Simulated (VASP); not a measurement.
Set up this calculation in VASP 6.6.1, as the native input.

```
Task                   : single point
Functional             : LDA
Potentials or basis    : VASP PAW LDA potentials, release 64 (Si, C)
Cutoff                 : 600 eV
k mesh                 : 9 × 9 × 9
Occupations            : methfessel-paxton, width 0.005 eV
Spin                   : no spin polarisation
Dipole correction      : no
Further INCAR settings : ALGO = Normal; EDIFF = 1e-06; NBANDS = 11
```

The structure of SiC (Moissanite 3C) lies in POSCAR:

```
SiC
1.0
    0.0000000000      2.1790000000      2.1790000000
    2.1790000000      0.0000000000      2.1790000000
    2.1790000000      2.1790000000      0.0000000000
Si C
1 1
Direct
    0.0000000000      0.0000000000      0.0000000000
    0.7500000000      0.7500000000      0.7500000000
```

The input as run:

INCAR

```
PREC = Accurate
ENCUT = 600
EDIFF = 1E-6
ISMEAR = 1
SIGMA = 0.005
LREAL = False
LASPH = True
NELM = 120
ALGO = Normal
ISIF = 2
LWAVE = False
LCHARG = False
NBANDS = 11
GGA_COMPAT = False
```

KPOINTS

```
Automatic mesh
0
Gamma
  9 9 9
```

Potentials or basis: VASP PAW LDA potentials, release 64 (Si, C).

Command:

```sh
$ cat potpaw_LDA.64/Si/POTCAR potpaw_LDA.64/C/POTCAR > POTCAR
$ mpirun -np 1 vasp_std > vasp.out
```

It gave:

* Pressure: -4.2 GPa
* Band gap on the k mesh: 1.45 eV, indirect (least direct gap 4.58 eV)

Wall time 5.3 s on 1 thread of Intel(R) Xeon(R) Platinum 8559C (Emerald Rapids) (shared host), peak memory 0.13 GiB.
